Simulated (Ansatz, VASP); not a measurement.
## One calculation of Si5Sn, two programs

```xyz
6
Lattice="5.5328 0.0000 0.0000 -2.7664 4.7915 0.0000 0.0000 0.0000 7.5376" Properties=species:S:1:pos:R:3 pbc="T T T"
Si    2.7664    0.0000    3.7688
Si   -1.3832    2.3958    3.7688
Si    1.3832    2.3958    3.7688
Si    0.0000    0.0000    6.4456
Si    0.0000    0.0000    1.0920
Sn    0.0000    0.0000    3.7688
```

Alike in both runs: functional PBE; k mesh 12 × 12 × 6; occupations gaussian, width 0.1 eV; no spin polarisation.

Ansatz relaxed the structure, and its values are those at the end. VASP's run is a single point on that final structure, the one shown.

|  | VASP | Ansatz |
| --- | --- | --- |
| version | VASP 6.6.1 | Ansatz 0.2.0 |
| potentials or method | VASP PAW PBE potentials, release 64 (Si, Sn_d), cutoff 520 eV | scalar-relativistic, plane waves, PAW |
| valence electrons in the cell | 34 | 34 |

```csv
,VASP,Ansatz,Ansatz less VASP
gap on the k mesh at the Fermi level (eV),none,none,-
pressure (GPa),0.0,0.0,+0.02
```

A gap of «none» marks a metal or a gap that the smearing closes.
